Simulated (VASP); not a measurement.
Set up this calculation in VASP 6.6.1, as the native input.

- Task: single point
- Functional: PBE
- Potentials or basis: VASP PAW PBE potentials, release 64 (Ge_d)
- Cutoff: 520 eV
- k mesh: 6 × 6 × 6
- Occupations: fermi-dirac, width 0.03 eV
- Spin: no spin polarisation
- Dipole correction: no
- Further INCAR settings: ALGO = Normal; EDIFF = 1e-06; NBANDS = 21

The structure of Ge lies in POSCAR:

```
Ge
1.0
    0.0000000000      2.8289100000      2.8289100000
    2.8289100000      0.0000000000      2.8289100000
    2.8289100000      2.8289100000      0.0000000000
Ge
2
Direct
    0.7500000000      0.7500000000      0.7500000000
    0.5000000000      0.5000000000      0.5000000000
```

These files were run (other wordings do the same):

INCAR

```
SYSTEM = Ge
PREC = Accurate ; ENCUT = 520
EDIFF = 1E-6 ; ISMEAR = -1
SIGMA = 0.03 ; LREAL = .False.
LASPH = .True. ; NELM = 60
ALGO = Normal ; ISIF = 2
LWAVE = .False. ; LCHARG = .True.
GGA = PE ; LELF = .True.
LVHAR = .True. ; NBANDS = 21
```

KPOINTS

```
regular mesh
0
Gamma
  6 6 6
  0 0 0
```

Potentials or basis: VASP PAW PBE potentials, release 64 (Ge_d).

Launch:

```sh
$ cat potpaw_PBE.64/Ge_d/POTCAR > POTCAR
$ mpirun -np 1 vasp_std > vasp.out
```

Results of the run:

```
Pressure : 3.6 GPa
```

Run time: 9.7 s on 1 thread of Intel(R) Xeon(R) 6975P-C (Granite Rapids), with other jobs on the host, peak memory 0.16 GiB.
